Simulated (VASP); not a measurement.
Set up this calculation in VASP 6.6.1, as the native input.

```yaml
Task: single point
Functional: PBE
Dispersion: D3(BJ)
Potentials_or_basis: VASP PAW PBE potentials, release 64 (Li_sv)
Cutoff: 520 eV
k_mesh: 16 × 16 × 12
Occupations: gaussian, width 0.15 eV
Spin: no spin polarisation
Dipole_correction: no
Further_INCAR_settings: ALGO = Fast; EDIFF = 1e-06; NBANDS = 10
```

The structure of Li lies in POSCAR:

```
Li
1.0
    0.0000000000     -2.0886081792     -2.0886081792
    0.0000000000      2.0886081792     -2.0886081792
    4.1772163584      0.0000000000      0.0000000000
Li
2
Direct
    0.5610454375      0.4389545625      0.5000000000
   -0.0610454375      0.0610454375      0.0000000000
```

This cell differs from its parent crystal: mode 4 frozen in at -0.255 Å and mode 5 at -0.000 Å (largest displacements).

These files were run (other wordings do the same):

INCAR

```
  PREC = Accurate
  ENCUT = 520
  EDIFF = 1E-6
  ISMEAR = 0
  SIGMA = 0.15
  LREAL = F
  LASPH = T
  NELM = 60
  ALGO = Fast
  ISIF = 2
  LWAVE = F
  LCHARG = F
  GGA = PE
  IVDW = 12
  NBANDS = 10
```

KPOINTS

```
regular mesh
0
Gamma
  16 16 12
```

Potentials or basis: VASP PAW PBE potentials, release 64 (Li_sv).

Command:

```console
$ cat potpaw_PBE.64/Li_sv/POTCAR > POTCAR
$ mpirun -np 1 vasp_std > vasp.out
```

It gave:

The largest force is 0.408 eV/Å, the band gap on the k mesh is zero (band 3 reaches 4.27 eV, above the bottom of band 4 at -1.19 eV) and the dispersion energy per atom is -0.189 eV.

Caveat: the cell differs from its parent crystal (mode 4 frozen in at -0.255 Å and mode 5 at -0.000 Å (largest displacements)).

Wall time 2.9 min on 1 thread of Oxide Virtual Turin-like Processor, on a shared host, peak memory 0.23 GiB.
